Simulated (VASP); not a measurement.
CaVO3:

```xyz
5
Lattice="3.8304 0.0000 0.0000 0.0000 3.8304 0.0000 0.0000 0.0000 3.8304" Properties=species:S:1:pos:R:3 pbc="T T T"
Ca    0.0000    0.0000    0.0000
V     1.9152    1.9152    1.9152
O     1.9152    1.9152    0.0000
O     0.0000    1.9152    1.9152
O     1.9152    0.0000    1.9152
```

Program: VASP 6.6.1. Alike in all runs: task single point; potentials or basis VASP PAW LDA potentials, release 64 (Ca_sv, V_sv, O); spin collinear, ferromagnetic start; cell as given; k mesh 6 × 6 × 6; cutoff (eV) 600; smearing gaussian 0.1 eV.

Q: Order these runs on this cell by their pressure, lowest first.
A. level LDA+U; U V d U = 2.0 eV
B. level LDA+U; U V d U = 6.0 eV
C. level LDA
D. level LDA+U; U V d U = 4.0 eV

A: C (-15.9 GPa), A (-13.9 GPa), D (-10.3 GPa), B (-8.0 GPa).

Caveats: the cell stands under tension.
